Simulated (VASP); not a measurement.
Here is a VASP 6.6.1 calculation.

POSCAR

```
CeO2
1.0
    0.0000000000      2.7036500000      2.7036500000
    2.7036500000      0.0000000000      2.7036500000
    2.7036500000      2.7036500000      0.0000000000
Ce O
1 2
Direct
    0.0000000000      0.0000000000      0.0000000000
    0.7500000000      0.7500000000      0.7500000000
    0.2500000000      0.2500000000      0.2500000000
```

Contents of INCAR.step1:

```
GGA = PS
ISPIN = 2
MAGMOM = 1 0 0
LORBIT = 11
LDAU = T
LDAUTYPE = 2
LDAUL = 3 -1
LDAUU = 6 0
LDAUJ = 0 0
ISMEAR = 0
SIGMA = 0.03
LWAVE = F
LCHARG = T
NBANDS = 37
PREC = Accurate
LASPH = T
LREAL = F
ALGO = Normal
EDIFF = 1E-7
NELM = 200
GGA_COMPAT = F
ENCUT = 640
EFERMI = MIDGAP
LMAXMIX = 6
```

The input KPOINTS.step1:

```
Automatic mesh
0
Gamma
  9 9 9
  0 0 0
```

Contents of INCAR.step2:

```
GGA = PS
ISPIN = 2
MAGMOM = 1 0 0
LORBIT = 11
LDAU = T
LDAUTYPE = 2
LDAUL = 3 -1
LDAUU = 6 0
LDAUJ = 0 0
ISMEAR = 0
SIGMA = 0.03
LWAVE = F
LCHARG = F
NBANDS = 37
PREC = Accurate
LASPH = T
LREAL = F
ALGO = Normal
EDIFF = 1E-7
NELM = 200
GGA_COMPAT = F
ENCUT = 640
EFERMI = MIDGAP
LMAXMIX = 6
ICHARG = 11
```

The input KPOINTS.step2:

```
path GXWKGLUWLK,UX
32
line-mode
reciprocal
 0.0000000000  0.0000000000  0.0000000000  G
 0.5000000000  0.0000000000  0.5000000000  X

 0.5000000000  0.0000000000  0.5000000000  X
 0.5000000000  0.2500000000  0.7500000000  W

 0.5000000000  0.2500000000  0.7500000000  W
 0.3750000000  0.3750000000  0.7500000000  K

 0.3750000000  0.3750000000  0.7500000000  K
 0.0000000000  0.0000000000  0.0000000000  G

 0.0000000000  0.0000000000  0.0000000000  G
 0.5000000000  0.5000000000  0.5000000000  L

 0.5000000000  0.5000000000  0.5000000000  L
 0.6250000000  0.2500000000  0.6250000000  U

 0.6250000000  0.2500000000  0.6250000000  U
 0.5000000000  0.2500000000  0.7500000000  W

 0.5000000000  0.2500000000  0.7500000000  W
 0.5000000000  0.5000000000  0.5000000000  L

 0.5000000000  0.5000000000  0.5000000000  L
 0.3750000000  0.3750000000  0.7500000000  K

 0.6250000000  0.2500000000  0.6250000000  U
 0.5000000000  0.0000000000  0.5000000000  X
```

Potentials or basis: VASP PAW PBE potentials, release 64 (Ce, O).

Command:

```console
$ cat potpaw_PBE.64/Ce/POTCAR potpaw_PBE.64/O/POTCAR > POTCAR
$ cp INCAR.step1 INCAR
$ cp KPOINTS.step1 KPOINTS
$ mpirun -np 1 vasp_std > vasp.out
$ cp INCAR.step2 INCAR
$ cp KPOINTS.step2 KPOINTS
$ mpirun -np 1 vasp_std > vasp.out
```

Question: Estimate the net moment.

Answer: 0.00 μB per cell.

Question: What does it give for the band gap along the path?

Answer: 2.55 eV (least direct gap 2.77 eV).

Caveat: the log is that of the step along the path at fixed density, whose energy, stress, charges and moments have no meaning; the magnetic or orbital state may not be the lowest; spin-orbit coupling is left out, which moves the levels of the heavy elements. The state reached can hang on the start; a lower one may exist.
